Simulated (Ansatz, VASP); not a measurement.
## BP in VASP and in Ansatz

POSCAR

```
BP
1.0
    0.0000000000      2.3126685000      2.3126685000
    2.3126685000      0.0000000000      2.3126685000
    2.3126685000      2.3126685000      0.0000000000
B P
1 1
Direct
    0.0000000000      0.0000000000      0.0000000000
    0.2500000000      0.2500000000      0.2500000000
```

File INCAR.step1:

```
SYSTEM = BP
PREC = Accurate
ENCUT = 520
ISMEAR = -1
SIGMA = 0.02
LREAL = .FALSE.
LASPH = .TRUE.
NELM = 60
GGA = PE
ALGO = Normal
EDIFF = 1E-4
LWAVE = .TRUE.
LCHARG = .FALSE.
```

INCAR.step2

```
SYSTEM = BP
PREC = Accurate
ENCUT = 520
EDIFF = 1E-6
ISMEAR = -1
SIGMA = 0.02
LREAL = .FALSE.
LASPH = .TRUE.
NELM = 60
ALGO = Normal
ISIF = 2
LWAVE = .FALSE.
LCHARG = .FALSE.
METAGGA = R2SCAN
LMIXTAU = .TRUE.
IBRION = 2
NSW = 50
EDIFFG = -0.01
ISTART = 1
```

Contents of KPOINTS:

```
regular mesh
0
G
  10 10 10
  0 0 0
```

Input for Ansatz:

```yaml
crystal:
  lattice:
    - [0.0, 2.31266844, 2.31266844]
    - [2.31266844, 0.0, 2.31266844]
    - [2.31266844, 2.31266844, 0.0]
  atoms:
    - { symbol: B, position: [0.0, 0.0, 0.0] }
    - { symbol: P, position: [0.25, 0.25, 0.25] }
  symmetry: { tolerance: 0.0003 }
hamiltonian:
  xc: r2scan
  pseudopotentials: { kind: paw, azcp: { folder: soft_1 } }
basis:
  ecutwfc: 500
magnetization:
  spin_polarized: false
scf:
  occupations: { method: fermi_dirac, width: 0.02 }
kpoints:
  mp_grid: { grid: [10, 10, 10], shift: [0, 0, 0] }
  band_path:
    path:
      - [0.0, 0.0, 0.0]
      - [-0.5, -0.5, 0.0]
      - [-0.375, -0.375, 0.25]
      - [-0.375, 0.0, 0.375]
      - [0.0, 0.0, 0.0]
      - [0.0, 0.0, 0.5]
      - [-0.5, -0.25, 0.25]
      - [-0.5, -0.5, 0.0]
    npoints: 10
output:
  forces: true
  stress: true
  eigenvalues: true
  write_potential: true
  elf: true
  volumetric_format: npy
  dos: { e_range: [-12, 8], de: 0.05 }
relax:
  max_steps: 30
```

Alike in both runs: task relaxation of the atoms; functional r2SCAN; k mesh 10 × 10 × 10; occupations fermi-dirac, width 0.02 eV; no spin polarisation.

```csv
,VASP,Ansatz
version,VASP 6.6.1,Ansatz 0.2.0
potentials or method,"VASP PAW PBE potentials, release 64 (B, P), cutoff 520 eV",PAW plane waves
valence electrons in the cell,8,8
```

```tsv
	VASP	Ansatz	Ansatz less VASP
gap on the k mesh at the Fermi level, each at its own relaxed structure (eV)	1.52	1.49	-0.031
```

VASP's potentials were made for PBE, not for r2SCAN. Ansatz's warnings: stress scf threshold loose.

Noted on VASP's run: the relaxation stopped at its first step, so nothing moved.
